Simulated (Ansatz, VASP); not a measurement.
# One calculation of Pt, two programs

```
Pt
1.0
     2.36998   -2.37007    0.00000
     2.36998    2.37007    0.00000
     0.00000    0.00000    5.41439
Pt
4
Direct
  0.25002 0.74998 0.12502
  0.75002 0.24998 0.37498
  0.74998 0.25002 0.87498
  0.24998 0.75002 0.62502
```

Alike in both runs: functional PBEsol; k mesh 6 × 6 × 4; occupations gaussian, width 0.1 eV; no spin polarisation.

Ansatz relaxed the structure, and its values are those at the end. VASP's run is a single point on that final structure, the one shown.

|  | VASP | Ansatz |
| --- | --- | --- |
| version | VASP 6.6.1 | Ansatz 0.2.0 |
| potentials or method | VASP PAW PBE potentials, release 64 (Pt), cutoff 520 eV | scalar-relativistic, plane waves, PAW |
| valence electrons in the cell | 40 | 72 |

Ansatz gave:

```
gap on the k mesh at the Fermi level (eV) : none
pressure (GPa)                            : 0.0
```

Estimate VASP's values.

gap on the k mesh at the Fermi level (eV): none; pressure (GPa): -0.4.

VASP's potentials were made for PBE, not for PBEsol. A gap of «none» marks a metal or a gap that the smearing closes. VASP's potentials hold 40 valence electrons a cell and Ansatz's 72, so a difference there can come from the potentials and not from the codes.

Spin-orbit coupling is off throughout.
